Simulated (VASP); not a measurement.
# Si (Ia-3d) in VASP: notebook, part 2 of 2

VASP 6.6.1.

## (5) Single point, PBE

This run uses another cell than the first one, of 19.60 Å³/atom.

INCAR reads:

```
SYSTEM = Si
  PREC = Accurate
  ENCUT = 520
  EDIFF = 1E-6
  ISMEAR = 0
  SIGMA = 0.02
  LREAL = .False.
  LASPH = .True.
  NELM = 60
  ALGO = Normal
  ISIF = 2
  LWAVE = .False.
  LCHARG = .False.
  GGA = PE
  NBANDS = 36
```

KPOINTS reads:

```
regular mesh
0
Gamma
  8 8 8
  0 0 0
```

POSCAR reads:

```
Si
1.0
   -3.8882831959      3.8882831959      3.8882831959
    3.8882831959     -3.8882831959      3.8882831959
    3.8882831959      3.8882831959     -3.8882831959
Si
12
Direct
    0.1250000000      0.7500000000      0.8750000000
    0.7500000000      0.3750000000      0.6250000000
    0.6250000000      0.3750000000      0.2500000000
    0.7500000000      0.8750000000      0.1250000000
    0.1250000000      0.8750000000      0.2500000000
    0.2500000000      0.1250000000      0.8750000000
    0.8750000000      0.1250000000      0.7500000000
    0.3750000000      0.6250000000      0.7500000000
    0.3750000000      0.2500000000      0.6250000000
    0.8750000000      0.2500000000      0.1250000000
    0.2500000000      0.6250000000      0.3750000000
    0.6250000000      0.7500000000      0.3750000000
```

Potentials or basis: VASP PAW PBE potentials, release 64 (Si).

Started as:

```console
> cat potpaw_PBE.64/Si/POTCAR > POTCAR
> mpirun -np 1 vasp_std > vasp.out
```

OUTCAR:

```text
SYSTEM = Si
   PREC = Accurate
   ENCUT = 520
   EDIFF = 1E-6
   ISMEAR = 0
   LREAL = .False.
   LASPH = .True.
   NELM = 60
   ISIF = 2
   GGA = PE

 ion  position               nearest neighbor table
   1  0.125  0.750  0.875-   8 2.38   5 2.38   6 2.38   2 2.38
   2  0.750  0.375  0.625-   7 2.38   3 2.38   1 2.38   9 2.38
   3  0.625  0.375  0.250-  10 2.38   6 2.38   2 2.38  12 2.38
   4  0.750  0.875  0.125-  12 2.38   8 2.38  10 2.38   5 2.38
   5  0.125  0.875  0.250-  11 2.38   4 2.38   9 2.38   1 2.38
   6  0.250  0.125  0.875-   9 2.38   3 2.38   7 2.38   1 2.38
   7  0.875  0.125  0.750-   2 2.38   6 2.38  10 2.38  12 2.38
[... 1168 lines left out ...]
  energy-cutoff  :      520.00
  volume of cell :      235.14
      direct lattice vectors                 reciprocal lattice vectors
    -3.888283196  3.888283196  3.888283196     0.000000000  0.128591457  0.128591457
     3.888283196 -3.888283196  3.888283196     0.128591457  0.000000000  0.128591457
     3.888283196  3.888283196 -3.888283196     0.128591457  0.128591457  0.000000000

 POSITION                                       TOTAL-FORCE (eV/Angst)
 -----------------------------------------------------------------------------------
      5.83242      0.97207      0.00000        -0.000000     -0.000000     -0.000000
      0.97207      3.88828      1.94414         0.000000      0.000000      0.000000
      0.00000      1.94414      2.91621        -0.000000      0.000000      0.000000
      0.97207      0.00000      5.83242         0.000000      0.000000     -0.000000
      3.88828     -1.94414      2.91621        -0.000000      0.000000      0.000000
      2.91621      3.88828     -1.94414        -0.000000     -0.000000      0.000000
      0.00000      5.83242      0.97207         0.000000      0.000000      0.000000
      3.88828      1.94414      0.97207         0.000000     -0.000000     -0.000000
      1.94414      2.91621      0.00000         0.000000      0.000000     -0.000000
     -1.94414      2.91621      3.88828         0.000000      0.000000      0.000000
      2.91621      0.00000      1.94414        -0.000000     -0.000000     -0.000000
      1.94414      0.97207      3.88828        -0.000000     -0.000000      0.000000
 -----------------------------------------------------------------------------------
    total drift:                                0.000000      0.000000      0.000000

  FREE ENERGIE OF THE ION-ELECTRON SYSTEM (eV)
  ---------------------------------------------------
  free  energy   TOTEN  =       -62.3169277584 eV

  energy  without entropy=      -62.3169277584  energy(sigma->0) =      -62.31692776
```

OSZICAR:

```text
N       E                     dE             d eps       ncg     rms          rms(c)
DAV:   1     0.108691643673E+03    0.10869E+03   -0.18177E+04  2088   0.110E+03
DAV:   2    -0.536372529991E+02   -0.16233E+03   -0.15046E+03  2552   0.160E+02
DAV:   3    -0.630153655089E+02   -0.93781E+01   -0.91488E+01  2756   0.343E+01
DAV:   4    -0.632140457132E+02   -0.19868E+00   -0.19768E+00  2608   0.602E+00
DAV:   5    -0.632186331924E+02   -0.45875E-02   -0.45832E-02  2564   0.873E-01    0.112E+01
DAV:   6    -0.625987706211E+02    0.61986E+00   -0.30027E-01  2452   0.182E+00    0.676E+00
DAV:   7    -0.623140613319E+02    0.28471E+00   -0.59772E-01  2348   0.263E+00    0.394E-01
DAV:   8    -0.623164147887E+02   -0.23535E-02   -0.43350E-02  2440   0.789E-01    0.181E-01
DAV:   9    -0.623168482264E+02   -0.43344E-03   -0.15359E-03  2752   0.167E-01    0.149E-01
DAV:  10    -0.623169285586E+02   -0.80332E-04   -0.26923E-04  2312   0.601E-02    0.252E-02
DAV:  11    -0.623169266103E+02    0.19483E-05   -0.56984E-06  2648   0.103E-02    0.124E-02
DAV:  12    -0.623169280066E+02   -0.13964E-05   -0.28599E-06  1988   0.712E-03    0.591E-03
DAV:  13    -0.623169277584E+02    0.24825E-06   -0.21804E-07  1292   0.194E-03
   1 F= -.62316928E+02 E0= -.62316928E+02  d E =-.383241E-13
```

stdout:

```text
POSCAR found type information on POSCAR Si
 POSCAR found :  1 types and      12 ions
 scaLAPACK will be used
 LDA part: xc-table for (Slater+PW92), standard interpolation
 POSCAR, INCAR and KPOINTS ok, starting setup
 FFT: planning ... GRIDC
 FFT: planning ... GRID_SOFT
 FFT: planning ... GRID
 WAVECAR not read
 entering main loop
```

It took 5.1 min on 1 thread of Intel Xeon Platinum 8259CL at 2.50GHz (Skylake/Cascade Lake), shared host; peak memory 0.41 GiB.

Results:

- Free energy: -62.3169 eV
- Pressure: -0.1 GPa
- Band gap on the k mesh: 0.35 eV (least direct gap 0.38 eV)

Levels at points of the mesh, in eV from the valence-band top:
```csv
k point,band 21,band 22,band 23,band 24,band 25,band 26,band 27,band 28
"(0.00, 0.00, 0.00)",-0.26,-0.03,-0.03,-0.03,0.35,2.38,2.95,2.95
"(0.50, 0.00, 0.00)",-1.33,-1.33,-0.63,-0.63,1.52,1.52,2.03,2.03
"(0.50, 0.50, 0.50)",-0.69,-0.69,-0.69,-0.69,0.95,0.95,0.95,0.95
```

## (6) Overview

| task | cell | k mesh | cutoff (eV) | smearing | gap on the mesh (eV) | pressure (GPa) |
| --- | --- | --- | --- | --- | --- | --- |
| single point | a = 6.279 Å, angles 109.5°, 12 atoms | 4 × 4 × 4 | 520 | gaussian 0.1 eV | none | 28.6 |
| single point | a = 6.733 Å, angles 109.5°, 12 atoms | 4 × 4 × 4 | 520 | gaussian 0.1 eV | 0.38 | 0.0 |
| relaxation of cell and atoms | relaxed from a = 6.279 Å, angles 109.5°, 12 atoms | 4 × 4 × 4 | 600 | gaussian 0.1 eV | 0.39 | -0.3 |
| single point | a = 6.735 Å, angles 109.5°, 12 atoms | 8 × 8 × 8 | 520 | gaussian 0.02 eV | 0.35 | -0.1 |

Alike in all rows: level PBE; potentials or basis VASP PAW PBE potentials, release 64 (Si); no spin polarisation.

Caveats: the cell stands under pressure (at least some runs); semilocal functionals underestimate gaps, so a narrow gap can read as zero (at least some runs); the volume moved by over 15 % at a fixed basis, so the end points are rough (at least some runs).

Total energies depend on the potentials used, so only differences within one code and one set of settings carry meaning.
